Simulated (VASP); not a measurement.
Wanted: the native input for a VASP 6.6.1 run.

```
Task                   : single point
Functional             : PBE
Potentials or basis    : VASP PAW PBE potentials, release 64 (Ta_pv, N)
Cutoff                 : 520 eV
k mesh                 : 16 × 16 × 16
Occupations            : fermi-dirac, width 0.15 eV
Spin                   : no spin polarisation
Dipole correction      : no
Further INCAR settings : ALGO = Normal; EDIFF = 1e-06; NBANDS = 15
```

The structure of TaN lies in POSCAR:

```
TaN
1.0
    0.0000000000      2.2092034497      2.2092034497
    2.2092034497      0.0000000000      2.2092034497
    2.2092034497      2.2092034497      0.0000000000
Ta N
1 1
Direct
    0.5000000000      0.5000000000      0.5000000000
    0.0000000000      0.0000000000      0.0000000000
```

The input as run:

INCAR

```
PREC = Accurate
ENCUT = 520
EDIFF = 1E-6
ISMEAR = -1
SIGMA = 0.15
LREAL = F
LASPH = T
NELM = 60
ALGO = Normal
ISIF = 2
LWAVE = F
LCHARG = F
GGA = PE
NBANDS = 15
```

KPOINTS

```
regular mesh
0
Gamma
  16 16 16
```

Potentials or basis: VASP PAW PBE potentials, release 64 (Ta_pv, N).

The run is started by

```sh
$ cat potpaw_PBE.64/Ta_pv/POTCAR potpaw_PBE.64/N/POTCAR > POTCAR
$ mpirun -np 1 vasp_std > vasp.out
```

Results of the run:

| Item | Value |
| --- | --- |
| Pressure | 0.8 GPa |
| Band gap on the k mesh | zero (bands 8 and 9 overlap by 3.93 eV) |

Caveat: spin-orbit coupling is left out, which moves the levels of the heavy elements.

It took 17 s on 1 thread of Intel(R) Xeon(R) Platinum 8488C (Sapphire Rapids) (shared host), peak memory 0.17 GiB.
